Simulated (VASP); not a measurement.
Runs of VASP 6.6.1 on GaB2. The structure is that of space group P6_3/mmc (No. 194), or close to it. The cells are those of the table. 

| task | cell | k mesh | cutoff (eV) | gap on the mesh (eV) | pressure (GPa) | relaxed volume (Å³/atom) | largest force (eV/Å) |
| --- | --- | --- | --- | --- | --- | --- | --- |
| relaxation of cell and atoms | relaxed from a = 3.070, b = 3.070, c = 7.794 Å, angles 90.0, 90.0, 120.0°, 6 atoms | 12 × 12 × 6 | 600 | none | 0.0 | 11.13 | 0.01 |
| single point | a = 3.070, b = 3.070, c = 7.794 Å, angles 90.0, 90.0, 120.0°, 6 atoms | 6 × 6 × 2 | 520 | none | 0.1 | - | 0.02 |
| relaxation of cell and atoms | relaxed from a = 2.573, b = 2.573, c = 10.006 Å, angles 90.0, 90.0, 120.0°, 6 atoms | 6 × 6 × 2 | 600 | none | 0.2 | (a) | - |
| single point | a = 3.007, b = 3.007, c = 8.528 Å, angles 90.0, 90.0, 120.0°, 6 atoms | 12 × 12 × 6 | 520 | none | 0.1 | - | 0.01 |

Alike in all rows: level PBE; potentials or basis VASP PAW PBE potentials, release 64 (Ga_d, B); no spin polarisation; smearing gaussian 0.1 eV.

Question: Estimate the missing entries.

Answer: (a) 10.58.

Caveats: some runs use coarse meshes.

A k mesh can miss the band edges, and the runs leave out spin-orbit coupling on Ga.

A gap of «none» marks levels without a gap at the run's occupations.
